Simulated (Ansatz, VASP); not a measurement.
# RbBr in VASP and in Ansatz

File INCAR:

```
PREC     = Accurate       # precision mode
ENCUT    = 520            # plane-wave cutoff, eV
EDIFF    = 1E-6           # SCF threshold, eV
ISMEAR   = -1             # smearing method
SIGMA    = 0.03           # smearing width, eV
LREAL    = F              # projectors in reciprocal space
LASPH    = T              # aspherical terms in the spheres
NELM     = 60             # most SCF steps
ALGO     = Normal         # electronic algorithm
ISIF     = 2              # what is computed and relaxed
LWAVE    = F              # write WAVECAR
LCHARG   = F              # write CHGCAR
GGA      = PS             # functional
NBANDS   = 15             # bands
```

File KPOINTS:

```
regular mesh
0
Gamma
  7 7 7
```

The input POSCAR:

```
RbBr
1.0
    0.0000000000      3.4726038566      3.4726038566
    3.4726038566      0.0000000000      3.4726038566
    3.4726038566      3.4726038566      0.0000000000
Rb Br
1 1
Direct
    0.0000000000      0.0000000000      0.0000000000
    0.5000000000      0.5000000000      0.5000000000
```

Input for Ansatz:

```yaml
crystal:
  lattice:
    - [0.0, 3.4726038566, 3.4726038566]
    - [3.4726038566, 0.0, 3.4726038566]
    - [3.4726038566, 3.4726038566, 0.0]
  atoms:
    - { symbol: Rb, position: [0.0, 0.0, 0.0] }
    - { symbol: Br, position: [0.5, 0.5, 0.5] }
kpoints:
  mp_grid: { grid: [7, 7, 7] }
  band_path:
    path:
      - [0.0, 0.0, 0.0]
      - [0.5, 0.0, 0.5]
      - [0.625, 0.25, 0.625]
      - [0.375, 0.375, 0.75]
      - [0.0, 0.0, 0.0]
      - [0.5, 0.5, 0.5]
      - [0.5, 0.25, 0.75]
      - [0.5, 0.0, 0.5]
    npoints: 5
scf:
  occupations: { method: fermi_dirac, width: 0.03 }
hamiltonian:
  xc: pbesol
  pseudopotentials: { kind: all_electron, lapw: { basis_error: 0.001 } }
output:
  forces: true
  stress: true
  eigenvalues: true
```

Change from the starting cell: volume scaled by 1.04.

Alike in both runs: task single point; functional PBEsol; k mesh 7 × 7 × 7; occupations fermi-dirac, width 0.03 eV; no spin polarisation.

|  | VASP | Ansatz |
| --- | --- | --- |
| version | VASP 6.6.1 | Ansatz 0.2.0 |
| potentials or method | VASP PAW PBE potentials, release 64 (Rb_sv, Br), cutoff 520 eV | all-electron LAPW, scalar-relativistic |

|  | VASP | Ansatz | Ansatz less VASP |
| --- | --- | --- | --- |
| gap on the k mesh at the Fermi level (eV) | 4.12 | 4.13 | +0.003 |
| pressure (GPa) | -0.5 | -0.5 | -0.03 |

VASP's potentials were made for PBE, not for PBEsol. Ansatz ran all-electron here, and VASP with PAW potentials.
